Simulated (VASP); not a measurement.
# BN (R3m) in VASP: a series of runs

Runs on BN. Level: PBE+D3(BJ). Tasks: single point, relaxation of shape and atoms at fixed volume.

Everything below comes from runs of VASP 6.6.1. Logs are shortened: lines on timing, memory, paths and dates and some standing lists are left out, and cuts for length are marked.

### 1 The cell of the first run

It takes space group R3m (No. 160, trigonal). Conventional cell: a = 2.505 Å, b = 2.505 Å, c = 9.696 Å, α = 90.00°, β = 90.00°, γ = 120.00°. Within 1.9 Å of B (site symmetry 3m) lie 3 N at 1.45 Å. N (site symmetry 3m) has 3 B at 1.45 Å within 1.9 Å.

### 2 Single point, PBE+D3(BJ) (volume scaled by 0.98, then relaxed in part)

Input file INCAR:

```
PREC = Accurate
ENCUT = 520
EDIFF = 1E-6
ISMEAR = 0
SIGMA = 0.01
LREAL = False
LASPH = True
NELM = 100
ALGO = Normal
ISIF = 2
LWAVE = False
LCHARG = False
GGA = PE
IVDW = 12
NBANDS = 11
```

Input file KPOINTS:

```
Automatic mesh
0
Gamma
  12 12 12
```

Input file POSCAR:

```
BN
1.0
    1.2522966781      0.7230138242      3.2319627033
   -1.2522966781      0.7230138242      3.2319627033
    0.0000000000     -1.4460276484      3.2319627033
B N
1 1
Direct
    0.9997353176      0.9997353176      0.9997353176
    0.3326976824      0.3326976824      0.3326976824
```

Potentials or basis: VASP PAW PBE potentials, release 64 (B, N).

On the command line:

```console
$ cat potpaw_PBE.64/B/POTCAR potpaw_PBE.64/N/POTCAR > POTCAR
$ mpirun -np 1 vasp_std > vasp.out
```

OUTCAR:

```text
PREC = Accurate
   ENCUT = 520
   EDIFF = 1E-6
   ISMEAR = 0
   LREAL = False
   LASPH = True
   NELM = 100
   ISIF = 2
   GGA = PE
   IVDW = 12
 IVDW          = 12

 ion  position               nearest neighbor table
   1  1.000  1.000  1.000-   2 1.45   2 1.45   2 1.45
   2  0.333  0.333  0.333-   1 1.45   1 1.45   1 1.45

  LATTYP: Found a trigonal (rhomboedric) cell.
 ALAT       =     3.5407031612
 COS(alpha) =     0.7498126107

  Lattice vectors:

 A1 = (   1.2522966781,   0.7230138242,   3.2319627033)
 A2 = (  -1.2522966781,   0.7230138242,   3.2319627033)
 A3 = (   0.0000000000,  -1.4460276484,   3.2319627033)

Analysis of symmetry for initial positions (statically):
=====================================================================
 Subroutine PRICEL returns:
 Original cell was already a primitive cell.

 Routine SETGRP: Setting up the symmetry group for a
 trigonal (rhombohedral) supercell.

 Subroutine GETGRP returns: Found  6 space group operations
 (whereof  6 operations were pure point group operations)
 out of a pool of 12 trial point group operations.

The static configuration has the point symmetry C_3v.

Analysis of symmetry for dynamics (positions and initial velocities):
=====================================================================
 Subroutine PRICEL returns:
 Original cell was already a primitive cell.

 Routine SETGRP: Setting up the symmetry group for a
 trigonal (rhombohedral) supercell.

 Subroutine GETGRP returns: Found  6 space group operations
 (whereof  6 operations were pure point group operations)
 out of a pool of 12 trial point group operations.

The dynamic configuration has the point symmetry C_3v.

 Subroutine INISYM returns: Found  6 space group operations
 (whereof  6 operations are pure point group operations),
 and found     1 'primitive' translations

----------------------------------------------------------------------------------------

                                     Primitive cell

  volume of cell :      17.5579

  direct lattice vectors                    reciprocal lattice vectors
     1.252296678  0.723013824  3.231962703     0.399266411  0.230516570  0.103136504
    -1.252296678  0.723013824  3.231962703    -0.399266411  0.230516570  0.103136504
     0.000000000 -1.446027648  3.231962703     0.000000000 -0.461033140  0.103136504

  length of vectors
     3.540703161  3.540703161  3.540703161     0.472428507  0.472428507  0.472428507

  position of ions in fractional coordinates (direct lattice)
     0.999735318  0.999735318  0.999735318
     0.332697682  0.332697682  0.332697682

  ion indices of the primitive-cell ions
   primitive index   ion index
                 1           1
                 2           2

----------------------------------------------------------------------------------------

 KPOINTS: Automatic mesh

Automatic generation of k-mesh.
 Grid dimensions read from file:
 generate k-points for:   12   12   12

 Generating k-lattice:

  Cartesian coordinates                     Fractional coordinates (reciprocal lattice)
     0.033272201  0.019209714  0.008594709     0.083333333 -0.000000000  0.000000000
    -0.033272201  0.019209714  0.008594709    -0.000000000  0.083333333  0.000000000
     0.000000000 -0.038419428  0.008594709     0.000000000  0.000000000  0.083333333

  Length of vectors
     0.039369042  0.039369042  0.039369042

  Shift w.r.t. Gamma in fractional coordinates (k-lattice)
     0.000000000  0.000000000  0.000000000

 Subroutine IBZKPT returns following result:
 ===========================================

 Found    189 irreducible k-points:

 Following reciprocal coordinates:
            Coordinates               Weight
  0.000000  0.000000  0.000000      1.000000
  0.083333  0.000000  0.000000      6.000000
  0.166667  0.000000  0.000000      6.000000
  0.250000  0.000000  0.000000      6.000000
  0.333333 -0.000000  0.000000      6.000000
  0.416667  0.000000  0.000000      6.000000
[... 16 lines left out ...]
  0.500000  0.166667 -0.000000     12.000000
 -0.416667  0.166667 -0.000000     12.000000
 [... further k-points ...]
   k-points           NKPTS =    189   k-points in BZ     NKDIM =    189   number of bands    NBANDS=     11
   number of dos      NEDOS =    301   number of ions     NIONS =      2
   total plane-waves  NPLWV =  21952
   dimension x,y,z NGX =    28 NGY =   28 NGZ =   28
   dimension x,y,z NGXF=    56 NGYF=   56 NGZF=   56
   ions per type =               1   1
   NGX,Y,Z   is equivalent  to a cutoff of  13.15, 13.15, 13.15 a.u.
   NGXF,Y,Z  is equivalent  to a cutoff of  26.29, 26.29, 26.29 a.u.
 SYSTEM =  unknown system
   PREC   = accura    normal or accurate (medium, high low for compatibility)
   ISTART =      0    job   : 0-new  1-cont  2-samecut
   ICHARG =      2    charge: 1-file 2-atom 10-const
   ISPIN  =      1    spin polarized calculation?
   LNONCOLLINEAR =      F non collinear calculations
   LSORBIT =      F    spin-orbit coupling
   LASPH  =      T    aspherical Exc in radial PAW
   ENCUT  =  520.0 eV  38.22 Ry    6.18 a.u.   6.58  6.58  6.58*2*pi/ulx,y,z
   NELM   =    100;   NELMIN=  2; NELMDL= -5     # of ELM steps
   EDIFF  = 0.1E-05   stopping-criterion for ELM
   LREAL  =      F    real-space projection
   EDIFFG = 0.1E-04   stopping-criterion for IOM
   NSW    =      0    number of steps for IOM
   IBRION =     -1    ionic relax: 0-MD 1-quasi-New 2-CG
   NFREE  =      0    steps in history (QN), initial steepest desc. (CG)
   ISIF   =      2    stress and relaxation
   ISYM   =      2    0-nonsym 1-usesym 2-fastsym
   POTIM  = 0.5000    time-step for ionic-motion
   TEBEG  =    0.0;   TEEND  =   0.0 temperature during run
   PSTRESS=    0.0 pullay stress
   NELECT =       8.0000    total number of electrons
   NUPDOWN=      -1.0000    fix difference up-down
   EMIN   =  10.00;   EMAX   =-10.00  energy-range for DOS
   EFERMI =   0.00;   METHOD = LEGACY
   ISMEAR =     0;   SIGMA  =   0.01  broadening in eV -4-tet -1-fermi 0-gaus
   EFERMI_NEDOS =   21; number of points for ismear=-14 and -15
   IALGO  =     38    algorithm
   IMIX   =      4    mixing-type and parameters
     AMIX     =   0.40;   BMIX     =  1.00
     AMIX_MAG =   1.60;   BMIX_MAG =  1.00
  volume/ion in A,a.u.               =       8.78        59.24
  Fermi-wavevector in a.u.,A,eV,Ry     =   1.259740  2.380564 21.591706  1.586946
  Thomas-Fermi vector in A             =   2.393285
   LORBIT       =      0    0 simple, 1 ext, 2 COOP (PROOUT), +10 PAW based schemes
   GGA     = PE    functional components
   LHFCALC =     F    Hartree Fock is set to
   AEXX    =    0.0000 exact exchange contribution
   IVDW    =    12    specifies the selected vdW correction
   LEPSILON=     F    determine dielectric tensor
   LRPA    =     F    only Hartree local field effects (RPA)
 non-spin polarized calculation
 Gauss-broadening in eV      SIGMA  =   0.01
  energy-cutoff  :      520.00
  volume of cell :       17.56
 maximum number of plane-waves:       499
 NGX is ok and might be reduce to    28
   NGX = 13   NGY = 13   NGZ = 13

 number of electron       8.0000001 magnetization

 Free energy of the ion-electron system (eV)
  ---------------------------------------------------
  ext. energy  EPLUGINS =         0.00000000
  ---------------------------------------------------
  free energy    TOTEN  =       -17.56712986 eV

  energy without entropy =      -17.56712986  energy(sigma->0) =      -17.56712986

 E-fermi :   2.5498     XC(G=0): -10.2573

 val. band max:        2.4672317745   @ k =  -0.3333   0.2500   0.0000
 cond. band min:       6.6510394463   @ k =   0.5000   0.5000   0.0000
 fundamental gap:      4.1838076719
 Fermi energy:         2.5498001388

 k-point     1 :       0.0000    0.0000    0.0000
  band No.  band energies     occupation
      1     -15.3410      2.00000
      2      -1.4441      2.00000
      3       1.1862      2.00000
      4       1.1862      2.00000
      5       7.9028      0.00000
      6      14.1395      0.00000
      7      14.1395      0.00000
      8      15.6494      0.00000
      9      17.3916      0.00000
     10      28.4383      0.00000
     11      31.3002      0.00000

 k-point     2 :       0.0833    0.0000    0.0000
  band No.  band energies     occupation
      1     -15.2020      2.00000
      2      -1.3033      2.00000
      3       0.6178      2.00000
      4       0.9310      2.00000
      5       8.1921      0.00000
      6      14.0722      0.00000
      7      14.7304      0.00000
      8      15.1731      0.00000
      9      17.8178      0.00000
     10      28.5694      0.00000
     11      29.0604      0.00000

 k-point     3 :       0.1667    0.0000    0.0000
  band No.  band energies     occupation
      1     -14.7932      2.00000
      2      -0.9291      2.00000
      3      -0.7639      2.00000
      4       0.3087      2.00000
      5       8.9397      0.00000
      6      13.7967      0.00000
      7      14.0631      0.00000
      8      16.3365      0.00000
      9      18.8472      0.00000
     10      25.8586      0.00000
     11      27.7622      0.00000
[... 267 lines left out ...]
 k-point    23 :       0.5000    0.1667   -0.0000
  band No.  band energies     occupation
      1     -12.1923      2.00000
      2      -5.6311      2.00000
      3      -2.7518      2.00000
      4       1.5804      2.00000
      5       8.2784      0.00000
      6      14.0678      0.00000
      7      15.9435      0.00000
      8      17.8010      0.00000
      9      20.1982      0.00000
     10      22.9956      0.00000
     11      26.2399      0.00000

 k-point    24 :      -0.4167    0.1667   -0.0000
  band No.  band energies     occupation
      1     -11.8673      2.00000
      2      -6.1354      2.00000
      3      -2.9224      2.00000
      4       2.1966      2.00000
      5       7.6864      0.00000
      6      14.0258      0.00000
      7      16.1887      0.00000
      8      17.0419      0.00000
      9      20.6508      0.00000
     10      23.5835      0.00000
     11      26.0427      0.00000

 [... further k-points ...]

------------------------ aborting loop because EDIFF is reached ----------------------------------------

 Edisp (eV)   -0.29168

 E8    (eV) :    -0.0857

  FORCE on cell =-STRESS in cart. coord.  units (eV):
  Direction    XX          YY          ZZ          XY          YZ          ZX
  --------------------------------------------------------------------------------------
  -------------------------------------------------------------------------------------
  Total       0.08803     0.08803     0.05432     0.00000     0.00000    -0.00000
  in kB       8.03315     8.03315     4.95666     0.00000     0.00000    -0.00000
  external pressure =        7.01 kB  Pullay stress =        0.00 kB

 VOLUME and BASIS-vectors are now :
 -----------------------------------------------------------------------------
  energy-cutoff  :      520.00
  volume of cell :       17.56
      direct lattice vectors                 reciprocal lattice vectors
     1.252296678  0.723013824  3.231962703     0.399266411  0.230516570  0.103136504
    -1.252296678  0.723013824  3.231962703    -0.399266411  0.230516570  0.103136504
     0.000000000 -1.446027648  3.231962703     0.000000000 -0.461033140  0.103136504

 POSITION                                       TOTAL-FORCE (eV/Angst)
 -----------------------------------------------------------------------------------
      0.00000      0.00000      9.69332         0.000000      0.000000      0.000604
      0.00000      0.00000      3.22580         0.000000     -0.000000     -0.000604
 -----------------------------------------------------------------------------------
    total drift:                                0.000000     -0.000000      0.000097

  FREE ENERGIE OF THE ION-ELECTRON SYSTEM (eV)
  ---------------------------------------------------
  free  energy   TOTEN  =       -17.8588074626 eV

  energy  without entropy=      -17.8588074626  energy(sigma->0) =      -17.85880746
```

Wall time 98 s (1 thread of AMD EPYC 7R43 (Zen 3), shared host); peak memory 0.15 GiB.

What came out:

* Free energy: -17.8588 eV
* Pressure: 0.7 GPa
* Band gap on the k mesh: 4.18 eV, indirect (least direct gap 4.70 eV)
* Dispersion energy per atom: -0.146 eV

Caveat: the cell differs from its parent crystal (volume scaled by 0.98, then relaxed in part). A k mesh can miss the band edges.

### 3 Single point, PBE+D3(BJ)

This run uses another cell than the first one, of 8.96 Å³/atom, 1.020 times its volume.

Input file INCAR:

```
SYSTEM = BN
  PREC = Accurate
  ENCUT = 520
  EDIFF = 1E-7
  ISMEAR = 0
  SIGMA = 0.01
  LREAL = .FALSE.
  LASPH = .TRUE.
  NELM = 100
  ALGO = Normal
  ISIF = 2
  LWAVE = .FALSE.
  LCHARG = .FALSE.
  GGA = PE
  IVDW = 12
  NBANDS = 11
```

Input file KPOINTS:

```
regular mesh
0
G
  12 12 12
  0 0 0
```

Input file POSCAR:

```
BN
1.0
    1.2530563199      0.7234524036      3.2939237328
   -1.2530563199      0.7234524036      3.2939237328
    0.0000000000     -1.4469048072      3.2939237328
B N
1 1
Direct
    0.9996973421      0.9996973421      0.9996973421
    0.3327356579      0.3327356579      0.3327356579
```

Potentials or basis: VASP PAW PBE potentials, release 64 (B, N).

On the command line:

```console
$ cat potpaw_PBE.64/B/POTCAR potpaw_PBE.64/N/POTCAR > POTCAR
$ mpirun -np 1 vasp_std > vasp.out
```

OUTCAR:

```text
SYSTEM = BN
   PREC = Accurate
   ENCUT = 520
   EDIFF = 1E-7
   ISMEAR = 0
   LREAL = .FALSE.
   LASPH = .TRUE.
   NELM = 100
   ISIF = 2
   GGA = PE
   IVDW = 12
 IVDW          = 12

 ion  position               nearest neighbor table
   1  1.000  1.000  1.000-   2 1.45   2 1.45   2 1.45
   2  0.333  0.333  0.333-   1 1.45   1 1.45   1 1.45

  LATTYP: Found a trigonal (rhomboedric) cell.
 ALAT       =     3.5977030281
 COS(alpha) =     0.7573833763

  Lattice vectors:

 A1 = (   1.2530563199,   0.7234524036,   3.2939237328)
[... 523 lines left out ...]

 Edisp (eV)   -0.28468

 E8    (eV) :    -0.0835

  FORCE on cell =-STRESS in cart. coord.  units (eV):
  Direction    XX          YY          ZZ          XY          YZ          ZX
  --------------------------------------------------------------------------------------
  -------------------------------------------------------------------------------------
  Total       0.01969     0.01969    -0.01555     0.00000     0.00000     0.00000
  in kB       1.76114     1.76114    -1.39044     0.00000     0.00000     0.00000
  external pressure =        0.71 kB  Pullay stress =        0.00 kB

 VOLUME and BASIS-vectors are now :
 -----------------------------------------------------------------------------
  energy-cutoff  :      520.00
  volume of cell :       17.92
      direct lattice vectors                 reciprocal lattice vectors
     1.253056320  0.723452404  3.293923733     0.399024363  0.230376823  0.101196433
    -1.253056320  0.723452404  3.293923733    -0.399024363  0.230376823  0.101196433
     0.000000000 -1.446904807  3.293923733     0.000000000 -0.460753647  0.101196433

 POSITION                                       TOTAL-FORCE (eV/Angst)
 -----------------------------------------------------------------------------------
      0.00000      0.00000      9.87878         0.000000     -0.000000      0.000314
      0.00000      0.00000      3.28802         0.000000      0.000000     -0.000314
 -----------------------------------------------------------------------------------
    total drift:                               -0.000000     -0.000000     -0.000029

  FREE ENERGIE OF THE ION-ELECTRON SYSTEM (eV)
  ---------------------------------------------------
  free  energy   TOTEN  =       -17.8595982250 eV

  energy  without entropy=      -17.8595982250  energy(sigma->0) =      -17.85959823
```

OSZICAR:

```text
N       E                     dE             d eps       ncg     rms          rms(c)
DAV:   1     0.131191922187E+02    0.13119E+02   -0.47112E+03  4198   0.688E+02
DAV:   2    -0.185895492152E+02   -0.31709E+02   -0.30759E+02  5033   0.161E+02
DAV:   3    -0.193367409510E+02   -0.74719E+00   -0.74615E+00  5062   0.228E+01
DAV:   4    -0.193389149913E+02   -0.21740E-02   -0.21740E-02  4617   0.136E+00
DAV:   5    -0.193389239759E+02   -0.89847E-05   -0.89846E-05  5004   0.773E-02    0.795E+00
DAV:   6    -0.177594774349E+02    0.15794E+01   -0.52046E+00  4690   0.127E+01    0.362E+00
DAV:   7    -0.176114084663E+02    0.14807E+00   -0.23706E-01  4917   0.367E+00    0.222E+00
DAV:   8    -0.175742187811E+02    0.37190E-01   -0.11230E-01  5027   0.206E+00    0.256E-01
DAV:   9    -0.175745221241E+02   -0.30334E-03   -0.26725E-03  4581   0.420E-01    0.139E-01
DAV:  10    -0.175748918733E+02   -0.36975E-03   -0.50504E-04  4668   0.163E-01    0.240E-02
DAV:  11    -0.175749155308E+02   -0.23658E-04   -0.49908E-05  4999   0.480E-02    0.210E-02
DAV:  12    -0.175749148926E+02    0.63822E-06   -0.94906E-06  4650   0.205E-02    0.179E-03
DAV:  13    -0.175749150265E+02   -0.13390E-06   -0.37120E-07  5012   0.537E-03    0.594E-04
DAV:  14    -0.175749150406E+02   -0.14070E-07   -0.20023E-08  4493   0.974E-04
   1 F= -.17859598E+02 E0= -.17859598E+02  d E =-.925028E-96
```

Wall time 2 min (1 thread of AMD EPYC 7R43 (Zen 3), shared host); peak memory 0.15 GiB.

What came out:

```yaml
Free_energy: -17.8596 eV
Pressure: 0.1 GPa
Band_gap_on_the_k_mesh: 4.23 eV, indirect (least direct gap 4.69 eV)
Dispersion_energy_per_atom: -0.142 eV
```

Levels at points of the mesh, in eV from the valence-band top:
| k point | band 2 | band 3 | band 4 | band 5 | band 6 | band 7 |
| --- | --- | --- | --- | --- | --- | --- |
| (0.00, 0.00, 0.00) | -4.01 | -1.28 | -1.28 | 5.32 | 11.66 | 11.66 |
| (0.50, 0.00, 0.00) | -8.91 | -4.05 | -0.55 | 5.32 | 9.93 | 13.18 |
| (0.50, 0.50, 0.00) | -8.77 | -4.12 | -1.20 | 4.23 | 9.86 | 14.42 |
| (0.50, 0.50, 0.50) | -6.20 | -1.30 | -1.30 | 10.37 | 11.57 | 11.57 |

A k mesh can miss the band edges. A hybrid or GW would open this gap; PBE tends to underestimate it.

### 4 Single point, PBE+D3(BJ)

This run uses another cell than the first one, of 8.96 Å³/atom, 1.020 times its volume.

Input file INCAR:

```
SYSTEM = BN
PREC = Accurate ; ENCUT = 520
EDIFF = 1E-6 ; ISMEAR = 0
SIGMA = 0.02 ; LREAL = .FALSE.
LASPH = .TRUE. ; NELM = 80
ALGO = Normal ; ISIF = 2
LWAVE = .FALSE. ; LCHARG = .FALSE.
GGA = PE ; IVDW = 12
NBANDS = 11
```

KPOINTS is that of step 3.

POSCAR is that of step 3.

On the command line:

```console
$ cat potpaw_PBE.64/B/POTCAR potpaw_PBE.64/N/POTCAR > POTCAR
$ mpirun -np 1 vasp_std > vasp.out
```

Wall time 81 s (1 thread of AMD EPYC 7R43 (Zen 3), shared host); peak memory 0.15 GiB.

The run converged. Its results:

| Item | Value |
| --- | --- |
| Free energy | -17.8596 eV |
| Pressure | 0.1 GPa |
| Band gap on the k mesh | 4.23 eV, indirect (least direct gap 4.69 eV) |
| Dispersion energy per atom | -0.142 eV |

Stress tensor (GPa, compression positive):
```
 0.19  0.00  0.00
 0.00  0.19  0.00
 0.00  0.00 -0.13
```

Levels at points of the mesh, in eV from the valence-band top:
```csv
k point,band 1,band 2,band 3,band 4,band 5,band 6,band 7,band 8,band 9
"(0.00, 0.00, 0.00)",-17.77,-4.01,-1.28,-1.28,5.32,11.66,11.66,13.14,14.80
"(0.50, 0.00, 0.00)",-14.57,-8.91,-4.05,-0.55,5.32,9.93,13.18,15.25,20.17
"(0.50, 0.50, 0.00)",-14.49,-8.77,-4.12,-1.20,4.23,9.86,14.42,17.91,20.62
"(0.50, 0.50, 0.50)",-17.46,-6.20,-1.30,-1.30,10.37,11.57,11.57,12.32,16.69
```

A k mesh can miss the band edges. A hybrid or GW would open this gap; PBE tends to underestimate it.

[end of part 1 of 2]
